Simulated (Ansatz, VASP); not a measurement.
## Si: VASP beside Ansatz

Contents of INCAR:

```
ALGO = Normal
EDIFF = 1E-6
ENCUT = 520
GGA = RP
ISIF = 2
ISMEAR = -1
LASPH = True
LCHARG = False
LREAL = False
LWAVE = False
NBANDS = 8
NELM = 100
PREC = Accurate
SIGMA = 0.1
```

Contents of KPOINTS:

```
k-points
0
Gamma
  14 14 14
```

POSCAR

```
Si
1.0
    2.4720784793      0.0000000000      0.0000000000
    0.0000000000      2.4720784793      0.0000000000
    0.0000000000      0.0000000000      2.4720784793
Si
1
Direct
    0.0000000000      0.0000000000      0.0000000000
```

Input for Ansatz:

```yaml
crystal:
  lattice:
    - [2.4720784793, 0.0, 0.0]
    - [0.0, 2.4720784793, 0.0]
    - [0.0, 0.0, 2.4720784793]
  atoms:
    - { symbol: Si, position: [0.0, 0.0, 0.0] }
hamiltonian:
  xc: rpbe
  pseudopotentials:
    kind: paw
    azcp:
      Si: "pseudopotentials/Si.paw.azcp"
basis:
  ecutwfc: 420
  fft_grid_basis: typed
kpoints:
  mp_grid: { grid: [14, 14, 14], shift: [0, 0, 0] }
magnetization:
  spin_polarized: false
scf:
  occupations: { method: fermi_dirac, width: 0.1 }
  lower_state_search: "off"
output:
  stress: true
  write_density: true
  write_potential: true
  elf: true
  volumetric_format: npy
```

Alike in both runs: task single point; functional RPBE; k mesh 14 × 14 × 14; occupations fermi-dirac, width 0.1 eV; no spin polarisation.

|  | VASP | Ansatz |
| --- | --- | --- |
| version | VASP 6.6.1 | Ansatz 0.2.0 |
| potentials or method | VASP PAW PBE potentials, release 64 (Si), cutoff 520 eV | plane waves (420 eV) with PAW, scalar-relativistic |
| valence electrons in the cell | 4 | 4 |

Ansatz gave:

| Item | Value |
| --- | --- |
| pressure (GPa) | 10.4 |

Task: Which values does VASP return?

Result: Pressure (GPa): 10.0.

VASP's potentials were made for PBE, not for RPBE.
